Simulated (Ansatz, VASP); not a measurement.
## One calculation of Zn3C, two programs

INCAR

```
SYSTEM = Zn3C
PREC = Accurate
ENCUT = 600
EDIFF = 1E-6
ISMEAR = 0
SIGMA = 0.1
LREAL = .False.
LASPH = .True.
NELM = 200
ALGO = Normal
ISIF = 2
LWAVE = .False.
LCHARG = .False.
ISPIN = 2
MAGMOM = 0 0 0 1
LORBIT = 11
GGA = PE
NBANDS = 32
GGA_COMPAT = .False.
```

The input KPOINTS:

```
Automatic mesh
0
Gamma
  6 6 2
  0 0 0
```

The input POSCAR:

```
Zn3C
1.0
    2.6399459100      0.0000000000      0.0000000000
   -1.3199729600      2.2862602200      0.0000000000
    0.0000000000      0.0000000000      8.2015140600
Zn C
3 1
Direct
    0.0000000000      0.0000000000      0.5000000000
    0.6666666700      0.3333333300      0.2378099400
    0.6666666700      0.3333333300      0.7621900600
    0.0000000000      0.0000000000      0.0000000000
```

Input for Ansatz:

```yaml
crystal:
  lattice:
    - [2.63994591, 0.0, 0.0]
    - [-1.31997296, 2.28626022, 0.0]
    - [0.0, 0.0, 8.20151406]
  atoms:
    - { symbol: Zn, position: [0.0, 0.0, 0.5] }
    - { symbol: Zn, position: [0.66666667, 0.33333333, 0.23780994] }
    - { symbol: Zn, position: [0.66666667, 0.33333333, 0.76219006] }
    - { symbol: C, position: [0.0, 0.0, 0.0], spin: 1.0 }
basis:
  ecutwfc: 420
kpoints:
  mp_grid: { grid: [6, 6, 2] }
hamiltonian:
  xc: pbe
scf:
  occupations: { method: gaussian, width: 0.1 }
  lower_state_search: "off"
output:
  forces: true
  stress: true
  eigenvalues: true
  populations: true
magnetization:
  spin_polarized: true
```

Change from the starting cell: species swapped into the Cd3Ag type (P-6m2, No. 187).

Alike in both runs: task single point; functional PBE; k mesh 6 × 6 × 2; occupations gaussian, width 0.1 eV; collinear spin.

|  | VASP | Ansatz |
| --- | --- | --- |
| version | VASP 6.6.1 | Ansatz 0.2.0 |
| potentials or method | VASP PAW PBE potentials, release 64 (Zn, C), cutoff 600 eV | scalar-relativistic, plane waves, PAW |
| valence electrons in the cell | 40 | 40 |

```tsv
	VASP	Ansatz	Ansatz less VASP
gap on the k mesh at the Fermi level (eV)	none	none	-
pressure (GPa)	5.9	5.5	-0.36
traceless stress, the component that is largest in VASP (GPa)	-8.13	-8.40	-0.272
rms of the force components (eV/Å)	0.576	0.567	-0.0083
net moment per atom (μB)	0.04	0.00	-0.035
size of the moment on the site where the two differ most (μB)	0.07	0.00	-0.069
```

Site moments also hang on the region over which each program counts them. Atom by atom the forces differ by 0.008 eV/Å (rms over components). A gap of «none» marks a metal or a gap that the smearing closes. With one functional, cell and mesh, what is left measures potentials, basis and numerics. Ansatz's warnings: seeded moment not kept.

The k mesh is coarse, so the values compare programs but aren't converged.
